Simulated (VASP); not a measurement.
# PbO (P6_3/mmc) in VASP: further runs

PbO is run at these levels: PBE; tasks: single point.

Program: VASP 6.6.1. These are calculated values, not measurements. Logs are shortened: lines on timing, memory, paths and dates and some standing lists are left out, and cuts for length are marked.

## Step 1: The cell of the first run

It takes space group P6_3/mmc (No. 194, hexagonal). The conventional cell has a = 3.645 Å, b = 3.645 Å, c = 6.382 Å, α = 90.00°, β = 90.00°, γ = 120.00°. Within 3.5 Å of Pb (site symmetry -6m2) lie 6 O at 2.64 Å. O (site symmetry -3m) has 6 Pb at 2.64 Å and 2 O at 3.19 Å within 3.5 Å.

## Step 2: Single point, PBE (18.36 Å³/atom)

INCAR

```
SYSTEM = PbO
PREC     = Accurate       ! precision mode
ENCUT    = 520            ! plane-wave cutoff, eV
EDIFF    = 1E-6           ! SCF threshold, eV
ISMEAR   = 0              ! smearing method
SIGMA    = 0.05           ! smearing width, eV
LREAL    = .FALSE.        ! projectors in reciprocal space
LASPH    = .TRUE.         ! aspherical terms in the spheres
NELM     = 100            ! most SCF steps
ALGO     = Normal         ! electronic algorithm
ISIF     = 2              ! what is computed and relaxed
LWAVE    = .FALSE.        ! write WAVECAR
LCHARG   = .FALSE.        ! write CHGCAR
GGA      = PE             ! functional
NBANDS   = 28             ! bands
```

KPOINTS

```
Automatic mesh
0
G
  10 10 6
  0 0 0
```

POSCAR

```
PbO
1.0
    3.6454441379      0.0000000000      0.0000000000
   -1.8227220689      3.1570472315      0.0000000000
    0.0000000000      0.0000000000      6.3819579425
Pb O
2 2
Direct
    0.3333333333      0.6666666667      0.2500000000
    0.6666666667      0.3333333333      0.7500000000
    0.0000000000      0.0000000000      0.0000000000
    0.0000000000      0.0000000000      0.5000000000
```

Potentials or basis: VASP PAW PBE potentials, release 64 (Pb_d, O).

The run is started by

```console
> cat potpaw_PBE.64/Pb_d/POTCAR potpaw_PBE.64/O/POTCAR > POTCAR
> mpirun -np 1 vasp_std > vasp.out
```

OUTCAR:

```text
SYSTEM = PbO
   PREC = Accurate
   ENCUT = 520
   EDIFF = 1E-6
   ISMEAR = 0
   LREAL = .FALSE.
   LASPH = .TRUE.
   NELM = 100
   ISIF = 2
   GGA = PE

 ion  position               nearest neighbor table
   1  0.333  0.667  0.250-   3 2.64   4 2.64   3 2.64   4 2.64   3 2.64   4 2.64   2 3.82   2 3.82
                             2 3.82   2 3.82   2 3.82   2 3.82
   2  0.667  0.333  0.750-   3 2.64   4 2.64   3 2.64   4 2.64   3 2.64   4 2.64   1 3.82   1 3.82
                             1 3.82   1 3.82   1 3.82   1 3.82
   3  0.000  0.000  0.000-   1 2.64   2 2.64   1 2.64   2 2.64   2 2.64   1 2.64
   4  0.000  0.000  0.500-   1 2.64   2 2.64   1 2.64   2 2.64   2 2.64   1 2.64

  LATTYP: Found a hexagonal cell.
 ALAT       =     3.6454441379
 C/A-ratio  =     1.7506667778

  Lattice vectors:

 A1 = (   3.6454441379,   0.0000000000,   0.0000000000)
 A2 = (  -1.8227220689,   3.1570472315,   0.0000000000)
 A3 = (   0.0000000000,   0.0000000000,   6.3819579425)

Analysis of symmetry for initial positions (statically):
=====================================================================
 Subroutine PRICEL returns:
 Original cell was already a primitive cell.

 Routine SETGRP: Setting up the symmetry group for a
 hexagonal supercell.

 Subroutine GETGRP returns: Found 24 space group operations
 (whereof 12 operations were pure point group operations)
 out of a pool of 24 trial point group operations.

The static configuration has the point symmetry D_3d.
 The point group associated with its full space group is D_6h.

Analysis of symmetry for dynamics (positions and initial velocities):
=====================================================================
 Subroutine PRICEL returns:
 Original cell was already a primitive cell.

 Routine SETGRP: Setting up the symmetry group for a
 hexagonal supercell.

 Subroutine GETGRP returns: Found 24 space group operations
 (whereof 12 operations were pure point group operations)
 out of a pool of 24 trial point group operations.

The dynamic configuration has the point symmetry D_3d.
 The point group associated with its full space group is D_6h.

 Subroutine INISYM returns: Found 24 space group operations
 (whereof 12 operations are pure point group operations),
 and found     1 'primitive' translations

----------------------------------------------------------------------------------------

                                     Primitive cell

  volume of cell :      73.4489

  direct lattice vectors                    reciprocal lattice vectors
     3.645444138  0.000000000  0.000000000     0.274314998  0.158375838  0.000000000
    -1.822722069  3.157047231  0.000000000     0.000000000  0.316751675  0.000000000
     0.000000000  0.000000000  6.381957942     0.000000000  0.000000000  0.156691725

  length of vectors
     3.645444138  3.645444138  6.381957942     0.316751675  0.316751675  0.156691725

  position of ions in fractional coordinates (direct lattice)
     0.333333333  0.666666667  0.250000000
     0.666666667  0.333333333  0.750000000
     0.000000000  0.000000000  0.000000000
     0.000000000  0.000000000  0.500000000

  ion indices of the primitive-cell ions
   primitive index   ion index
                 1           1
                 2           2
                 3           3
                 4           4

----------------------------------------------------------------------------------------

 KPOINTS: Automatic mesh

Automatic generation of k-mesh.
 Grid dimensions read from file:
 generate k-points for:   10   10    6

 Generating k-lattice:

  Cartesian coordinates                     Fractional coordinates (reciprocal lattice)
     0.027431500  0.015837584  0.000000000     0.100000000  0.000000000  0.000000000
     0.000000000  0.031675168  0.000000000     0.000000000  0.100000000  0.000000000
     0.000000000  0.000000000  0.026115288     0.000000000  0.000000000  0.166666667

  Length of vectors
     0.031675168  0.031675168  0.026115288

  Shift w.r.t. Gamma in fractional coordinates (k-lattice)
     0.000000000  0.000000000  0.000000000

 Subroutine IBZKPT returns following result:
 ===========================================

 Found     56 irreducible k-points:

 Following reciprocal coordinates:
            Coordinates               Weight
  0.000000  0.000000  0.000000      1.000000
  0.100000 -0.000000  0.000000      6.000000
  0.200000 -0.000000  0.000000      6.000000
  0.300000  0.000000  0.000000      6.000000
  0.400000 -0.000000  0.000000      6.000000
  0.500000 -0.000000  0.000000      3.000000
[... 16 lines left out ...]
  0.300000  0.100000  0.166667     24.000000
  0.400000  0.100000  0.166667     24.000000
 [... further k-points ...]
   k-points           NKPTS =     56   k-points in BZ     NKDIM =     56   number of bands    NBANDS=     28
   number of dos      NEDOS =    301   number of ions     NIONS =      4
   total plane-waves  NPLWV =  37632
   dimension x,y,z NGX =    28 NGY =   28 NGZ =   48
   dimension x,y,z NGXF=    56 NGYF=   56 NGZF=   96
   ions per type =               2   2
   NGX,Y,Z   is equivalent  to a cutoff of  12.77, 12.77, 12.50 a.u.
   NGXF,Y,Z  is equivalent  to a cutoff of  25.54, 25.54, 25.01 a.u.
 SYSTEM =  PbO
   PREC   = accura    normal or accurate (medium, high low for compatibility)
   ISTART =      0    job   : 0-new  1-cont  2-samecut
   ICHARG =      2    charge: 1-file 2-atom 10-const
   ISPIN  =      1    spin polarized calculation?
   LNONCOLLINEAR =      F non collinear calculations
   LSORBIT =      F    spin-orbit coupling
   LASPH  =      T    aspherical Exc in radial PAW
   ENCUT  =  520.0 eV  38.22 Ry    6.18 a.u.   6.78  6.78 11.87*2*pi/ulx,y,z
   NELM   =    100;   NELMIN=  2; NELMDL= -5     # of ELM steps
   EDIFF  = 0.1E-05   stopping-criterion for ELM
   LREAL  =      F    real-space projection
   EDIFFG = 0.1E-04   stopping-criterion for IOM
   NSW    =      0    number of steps for IOM
   IBRION =     -1    ionic relax: 0-MD 1-quasi-New 2-CG
   NFREE  =      0    steps in history (QN), initial steepest desc. (CG)
   ISIF   =      2    stress and relaxation
   ISYM   =      2    0-nonsym 1-usesym 2-fastsym
   POTIM  = 0.5000    time-step for ionic-motion
   TEBEG  =    0.0;   TEEND  =   0.0 temperature during run
   PSTRESS=    0.0 pullay stress
   NELECT =      40.0000    total number of electrons
   NUPDOWN=      -1.0000    fix difference up-down
   EMIN   =  10.00;   EMAX   =-10.00  energy-range for DOS
   EFERMI =   0.00;   METHOD = LEGACY
   ISMEAR =     0;   SIGMA  =   0.05  broadening in eV -4-tet -1-fermi 0-gaus
   EFERMI_NEDOS =   21; number of points for ismear=-14 and -15
   IALGO  =     38    algorithm
   IMIX   =      4    mixing-type and parameters
     AMIX     =   0.40;   BMIX     =  1.00
     AMIX_MAG =   1.60;   BMIX_MAG =  1.00
  volume/ion in A,a.u.               =      18.36       123.91
  Fermi-wavevector in a.u.,A,eV,Ry     =   1.336902  2.526379 24.317799  1.787308
  Thomas-Fermi vector in A             =   2.465493
   LORBIT       =      0    0 simple, 1 ext, 2 COOP (PROOUT), +10 PAW based schemes
   GGA     = PE    functional components
   LHFCALC =     F    Hartree Fock is set to
   AEXX    =    0.0000 exact exchange contribution
   IVDW    =     0    specifies the selected vdW correction
   LEPSILON=     F    determine dielectric tensor
   LRPA    =     F    only Hartree local field effects (RPA)
 non-spin polarized calculation
 Gauss-broadening in eV      SIGMA  =   0.05
  energy-cutoff  :      520.00
  volume of cell :       73.45
 maximum number of plane-waves:      1994
 NGX is ok and might be reduce to    28
   NGX = 13   NGY = 13   NGZ = 23

 number of electron      39.9999988 magnetization

 Free energy of the ion-electron system (eV)
  ---------------------------------------------------
  ext. energy  EPLUGINS =         0.00000000
  ---------------------------------------------------
  free energy    TOTEN  =       -20.57495202 eV

  energy without entropy =      -20.57495095  energy(sigma->0) =      -20.57495148

 E-fermi :   6.2930     XC(G=0): -10.4903

 val. band max:        6.1830578072   @ k =   0.0000   0.0000   0.0000
 cond. band min:       6.4179452777   @ k =   0.5000  -0.0000   0.1667
 fundamental gap:      0.2348874705
 Fermi energy:         6.2929753769

 k-point     1 :       0.0000    0.0000    0.0000
  band No.  band energies     occupation
      1     -11.2489      2.00000
      2     -10.6111      2.00000
      3     -10.3000      2.00000
      4     -10.3000      2.00000
      5     -10.2763      2.00000
      6     -10.2763      2.00000
[... 20 lines left out ...]
     27      15.3013      0.00000
     28      15.6960      0.00000

 k-point     2 :       0.1000   -0.0000    0.0000
  band No.  band energies     occupation
      1     -11.2299      2.00000
      2     -10.7317      2.00000
      3     -10.2902      2.00000
      4     -10.2828      2.00000
      5     -10.2806      2.00000
      6     -10.2625      2.00000
[... 20 lines left out ...]
     27      15.7306      0.00000
     28      16.1867      0.00000

 k-point     3 :       0.2000   -0.0000    0.0000
  band No.  band energies     occupation
      1     -11.1899      2.00000
      2     -10.9260      2.00000
      3     -10.2969      2.00000
      4     -10.2635      2.00000
      5     -10.2372      2.00000
      6     -10.2347      2.00000
[... 20 lines left out ...]
     27      15.6878      0.00000
     28      17.1632      0.00000

 k-point     4 :       0.3000    0.0000    0.0000
  band No.  band energies     occupation
      1     -11.1596      2.00000
      2     -11.0868      2.00000
      3     -10.3136      2.00000
      4     -10.2330      2.00000
      5     -10.2086      2.00000
      6     -10.1998      2.00000
[... 20 lines left out ...]
     27      15.3423      0.00000
     28      16.9493      0.00000

 k-point     5 :       0.4000   -0.0000    0.0000
  band No.  band energies     occupation
      1     -11.1884      2.00000
      2     -11.1482      2.00000
      3     -10.3283      2.00000
      4     -10.2238      2.00000
      5     -10.2041      2.00000
      6     -10.1991      2.00000
[... 20 lines left out ...]
     27      14.9145      0.00000
     28      16.9781      0.00000

 k-point     6 :       0.5000   -0.0000    0.0000
  band No.  band energies     occupation
      1     -11.2228      2.00000
      2     -11.1465      2.00000
      3     -10.3342      2.00000
      4     -10.2294      2.00000
      5     -10.2029      2.00000
      6     -10.1918      2.00000
[... 463 lines left out ...]
      5     -10.2677      2.00000
      6     -10.2452      2.00000
[... 20 lines left out ...]
     27      16.2505      0.00000
     28      17.1922      0.00000

 k-point    22 :       0.2000    0.1000    0.1667
  band No.  band energies     occupation
      1     -11.1578      2.00000
      2     -11.0451      2.00000
      3     -10.2945      2.00000
      4     -10.2598      2.00000
      5     -10.2416      2.00000
      6     -10.2104      2.00000
[... 20 lines left out ...]
     27      15.9541      0.00000
     28      16.8240      0.00000

 k-point    23 :       0.3000    0.1000    0.1667
  band No.  band energies     occupation
      1     -11.1586      2.00000
      2     -11.1471      2.00000
      3     -10.3080      2.00000
      4     -10.2639      2.00000
      5     -10.2148      2.00000
      6     -10.1915      2.00000
[... 20 lines left out ...]
     27      15.8209      0.00000
     28      16.5390      0.00000

 k-point    24 :       0.4000    0.1000    0.1667
  band No.  band energies     occupation
      1     -11.2163      2.00000
      2     -11.1470      2.00000
      3     -10.3162      2.00000
      4     -10.2676      2.00000
      5     -10.2234      2.00000
      6     -10.1636      2.00000
[... 20 lines left out ...]
     27      15.6950      0.00000
     28      16.5353      0.00000

 [... further k-points ...]

------------------------ aborting loop because EDIFF is reached ----------------------------------------

  FORCE on cell =-STRESS in cart. coord.  units (eV):
  Direction    XX          YY          ZZ          XY          YZ          ZX
  --------------------------------------------------------------------------------------
  -------------------------------------------------------------------------------------
  Total       -0.7440000     -0.7440000     -0.7550634     -0.0000000      0.0000000     -0.0000000
  in kB      -16.2292362    -16.2292362    -16.4705670     -0.0000000      0.0000000     -0.0000000
  external PRESSURE =     -16.3096798 kB  Pullay stress =       0.0000000 kB

 VOLUME and BASIS-vectors are now :
 -----------------------------------------------------------------------------
  energy-cutoff  :      520.00
  volume of cell :       73.45
      direct lattice vectors                 reciprocal lattice vectors
     3.645444138  0.000000000  0.000000000     0.274314998  0.158375838  0.000000000
    -1.822722069  3.157047231  0.000000000     0.000000000  0.316751675  0.000000000
     0.000000000  0.000000000  6.381957942     0.000000000  0.000000000  0.156691725

 POSITION                                       TOTAL-FORCE (eV/Angst)
 -----------------------------------------------------------------------------------
     -0.00000      2.10470      1.59549        -0.000000     -0.000000      0.000000
      1.82272      1.05235      4.78647         0.000000      0.000000      0.000000
      0.00000      0.00000      0.00000        -0.000000      0.000000      0.000000
      0.00000      0.00000      3.19098        -0.000000      0.000000      0.000000
 -----------------------------------------------------------------------------------
    total drift:                               -0.000000      0.000000     -0.000000

  FREE ENERGIE OF THE ION-ELECTRON SYSTEM (eV)
  ---------------------------------------------------
  free  energy   TOTEN  =       -20.5749520201 eV

  energy  without entropy=      -20.5749509452  energy(sigma->0) =      -20.57495148
```

Run time: 99 s. Hardware: 1 thread of Intel Xeon Platinum 8488C (Sapphire Rapids), shared host; peak memory 0.24 GiB.

What came out:

```
Free energy            : -20.5750 eV
Pressure               : -1.6 GPa
Band gap on the k mesh : 0.23 eV (least direct gap 0.26 eV)
```

Levels at points of the mesh, in eV from the valence-band top:
| k point | band 18 | band 19 | band 20 | band 21 | band 22 | band 23 |
| --- | --- | --- | --- | --- | --- | --- |
| (0.00, 0.00, 0.00) | -1.74 | -1.74 | 0.00 | 0.39 | 5.49 | 5.49 |
| (0.50, 0.00, 0.00) | -1.82 | -1.43 | -0.25 | 0.27 | 3.41 | 3.83 |
| (0.00, 0.00, 0.50) | -1.92 | -1.68 | -1.68 | 3.81 | 3.81 | 6.59 |
| (0.50, 0.00, 0.50) | -2.45 | -1.57 | -1.57 | 1.80 | 1.80 | 5.52 |

Caveat: spin-orbit coupling is left out, which moves the levels of the heavy elements. A k mesh can miss the band edges.

## Step 3: Single point, PBE (18.72 Å³/atom)

This run uses another cell than the first one, of 18.72 Å³/atom.

INCAR

```
  ALGO = Normal
  EDIFF = 1E-6
  ENCUT = 520
  GGA = PE
  ISIF = 2
  ISMEAR = 0
  LASPH = True
  LCHARG = False
  LREAL = False
  LWAVE = False
  NBANDS = 28
  NELM = 60
  PREC = Accurate
  SIGMA = 0.05
```

KPOINTS

```
k-points
0
Gamma
  10 10 6
```

POSCAR

```
PbO
1.0
    3.6723381108      0.0000000000      0.0000000000
   -1.8361690554      3.1803380952      0.0000000000
    0.0000000000      0.0000000000      6.4121353510
Pb O
2 2
Direct
    0.3333333333      0.6666666667      0.2500000000
    0.6666666667      0.3333333333      0.7500000000
    0.0000000000      0.0000000000      0.0000000000
    0.0000000000      0.0000000000      0.5000000000
```

Potentials or basis: VASP PAW PBE potentials, release 64 (Pb_d, O).

The run is started by

```console
> cat potpaw_PBE.64/Pb_d/POTCAR potpaw_PBE.64/O/POTCAR > POTCAR
> mpirun -np 1 vasp_std > vasp.out
```

Run time: 96 s. Hardware: 1 thread of Intel Xeon Platinum 8488C (Sapphire Rapids), shared host; peak memory 0.24 GiB.

Results (log left out):

```yaml
Free_energy: -20.5552 eV
Pressure: -3.1 GPa
Band_gap_on_the_k_mesh: 0.25 eV (least direct gap 0.32 eV)
```

Levels at points of the mesh, in eV from the valence-band top:
| k point | band 18 | band 19 | band 20 | band 21 | band 22 | band 23 |
| --- | --- | --- | --- | --- | --- | --- |
| (0.00, 0.00, 0.00) | -1.65 | -1.65 | 0.00 | 0.40 | 5.41 | 5.41 |
| (0.50, 0.00, 0.00) | -1.74 | -1.33 | -0.19 | 0.25 | 3.40 | 3.80 |
| (0.00, 0.00, 0.50) | -1.83 | -1.61 | -1.61 | 3.76 | 3.76 | 6.48 |
| (0.50, 0.00, 0.50) | -2.36 | -1.52 | -1.52 | 1.83 | 1.83 | 5.45 |

Caveat: the cell stands under tension; spin-orbit coupling is left out, which moves the levels of the heavy elements.

(Part 1 of 2 ends here.)
